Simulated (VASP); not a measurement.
A run of VASP 6.6.1 is set up as follows.

The input POSCAR:

```
Ag
1.0
    3.4431740000      0.2671560000     -0.0419100000
   -0.2691800000      3.8758530000      0.4868390000
    0.1937190000      0.0456810000      2.8708000000
Ag
2
Direct
    0.6931950000      0.9537240000      0.4852740000
    0.1233340000      0.4163900000      0.8790380000
```

File INCAR.step1:

```
PREC = Accurate ; ENCUT = 520
ISMEAR = -1 ; SIGMA = 0.1
LREAL = False ; LASPH = True
NELM = 80 ; NBANDS = 18
GGA = PE ; ALGO = Normal
EDIFF = 1E-4 ; LWAVE = True
LCHARG = False
```

File INCAR.step2:

```
PREC = Accurate ; ENCUT = 520
EDIFF = 1E-6 ; ISMEAR = -1
SIGMA = 0.1 ; LREAL = False
LASPH = True ; NELM = 80
ALGO = Normal ; ISIF = 2
LWAVE = False ; LCHARG = True
METAGGA = R2SCAN ; LMIXTAU = True
LELF = True ; LVHAR = True
NBANDS = 18 ; ISTART = 1
```

KPOINTS

```
Automatic mesh
0
Gamma
  5 5 6
  0.5 0.5 0
```

Potentials or basis: VASP PAW PBE potentials, release 64 (Ag).

Run with:

```console
$ cat potpaw_PBE.64/Ag/POTCAR > POTCAR
$ cp INCAR.step1 INCAR
$ mpirun -np 1 vasp_std > vasp.out
$ cp INCAR.step2 INCAR
$ mpirun -np 1 vasp_std > vasp.out
```

(1) Estimate the pressure.

(2) What does it give for the band gap on the k mesh?

Answers

(1) -2.8 GPa.

(2) zero (bands 11 and 12 overlap by 6.14 eV).

Caveat: the k points lie up to 0.37 Å⁻¹ apart, too coarse for converged energies and pressures of a metal; the PAW data sets were made with another functional, which shifts forces and pressure a little.
